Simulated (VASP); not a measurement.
BiTe:

```xyz
2
Lattice="3.6706 0.0000 0.0000 -1.8353 3.1788 0.0000 0.0000 0.0000 5.9296" Properties=species:S:1:pos:R:3 pbc="T T T"
Bi    0.0000    0.0000    5.7468
Te    0.0000    0.0000    2.9953
```

| Quantity | Value |
| --- | --- |
| Program | VASP 6.6.1 |
| Task | relaxation of cell and atoms |
| Functional | PBE |
| Potentials or basis | VASP PAW PBE potentials, release 64 (Bi_d, Te) |
| Cutoff | 600 eV |
| k mesh | 6 × 6 × 4 |
| Occupations | gaussian, width 0.1 eV |
| Spin | no spin polarisation |

At the start: pressure 2.1 GPa; volume 34.59 Å³/atom.

Where does the relaxation end?

Over 13 steps the energy falls by 143.5 meV/atom and the volume is 33.07 Å³/atom (-4.4 %); space group P6mm (No. 183, to 0.05 Å).

The path:
| step | energy change (eV) | largest force (eV/Å) | pressure (GPa) | volume (Å³) |
| --- | --- | --- | --- | --- |
| 1 | 0.0000 | 0.3867 | 2.07 | 69.19 |
| 2 | -0.2006 | 0.1587 | -3.48 | 73.25 |
| 3 | -0.2265 | 0.1125 | -2.65 | 72.14 |
| 4 | -0.2747 | 0.1011 | -0.07 | 67.14 |
| 5 | -0.2756 | 0.0876 | -0.42 | 67.69 |
| 6 | -0.2782 | 0.1235 | 0.06 | 67.05 |
| 7 | -0.2782 | 0.1224 | 0.03 | 67.09 |
| 8 | -0.2797 | 0.1170 | 0.01 | 66.97 |
| 9 | -0.2835 | 0.0826 | 0.00 | 66.63 |
| 10 | -0.2868 | 0.0178 | 0.16 | 65.96 |
| 11 | -0.2868 | 0.0140 | 0.19 | 65.88 |
| 12 | -0.2857 | 0.0048 | -0.54 | 66.86 |
| 13 | -0.2870 | 0.0085 | 0.00 | 66.14 |

Final structure:
```cif
data_structure
_symmetry_space_group_name_H-M 'P 1'
_symmetry_Int_Tables_number 1
_cell_length_a 3.4666
_cell_length_b 3.4666
_cell_length_c 6.3549
_cell_angle_alpha 90.000
_cell_angle_beta 90.000
_cell_angle_gamma 120.000
_cell_volume 66.14
loop_
_atom_site_label
_atom_site_type_symbol
_atom_site_fract_x
_atom_site_fract_y
_atom_site_fract_z
_atom_site_occupancy
Bi1 Bi 0.00000 0.00000 0.98283 1
Te1 Te 0.00000 0.00000 0.49150 1
```
